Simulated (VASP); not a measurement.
Set up this calculation in VASP 6.6.1, as the native input.

- Task: single point
- Functional: LDA
- Potentials or basis: VASP PAW LDA potentials, release 64 (Te, Mo_sv)
- Cutoff: 520 eV
- k mesh: 12 × 12 × 2
- Occupations: gaussian, width 0.05 eV
- Spin: no spin polarisation
- Dipole correction: no
- Further INCAR settings: ALGO = Normal; EDIFF = 1e-06; NBANDS = 35

The structure of Te2Mo lies in POSCAR:

```
Te2Mo
1.0
    3.5181997508      0.0000000000      0.0000000000
   -1.7590998754      3.0468503597      0.0000000000
    0.0000000000      0.0000000000     13.9736000000
Te Mo
4 2
Direct
    0.3333333333      0.6666666667      0.6210000000
    0.6666666667      0.3333333333      0.1210000000
    0.3333333333      0.6666666667      0.8790000000
    0.6666666667      0.3333333333      0.3790000000
    0.3247136511      0.6603566213      0.2486241367
    0.6666666667      0.3333333333      0.7500000000
```

This cell differs from its parent crystal: atom 5 (Mo) moved -0.033 Å along Cartesian [1 1 1].

The input as run:

INCAR

```
ALGO = Normal ; EDIFF = 1E-6
ENCUT = 520 ; ISIF = 2
ISMEAR = 0 ; LASPH = True
LCHARG = True ; LELF = True
LREAL = False ; LVHAR = True
LWAVE = False ; NBANDS = 35
NELM = 60 ; PREC = Accurate
SIGMA = 0.05
```

KPOINTS

```
k-points
0
Gamma
  12 12 2
```

Potentials or basis: VASP PAW LDA potentials, release 64 (Te, Mo_sv).

Run with:

```console
$ cat potpaw_LDA.64/Te/POTCAR potpaw_LDA.64/Mo_sv/POTCAR > POTCAR
$ mpirun -np 1 vasp_std > vasp.out
```

Results of the run:

```json
{"Pressure": "-2.8 GPa", "Largest force": "0.550 eV/Å", "Band gap on the k mesh": "0.71 eV (least direct gap 1.03 eV)"}
```

Caveat: the cell differs from its parent crystal (atom 5 (Mo) moved -0.033 Å along Cartesian [1 1 1]); spin-orbit coupling is left out, which moves the levels of the heavy elements.

It took 7.2 min on 1 thread of Intel(R) Xeon(R) Platinum 8559C (Emerald Rapids), on a shared host, peak memory 0.68 GiB.
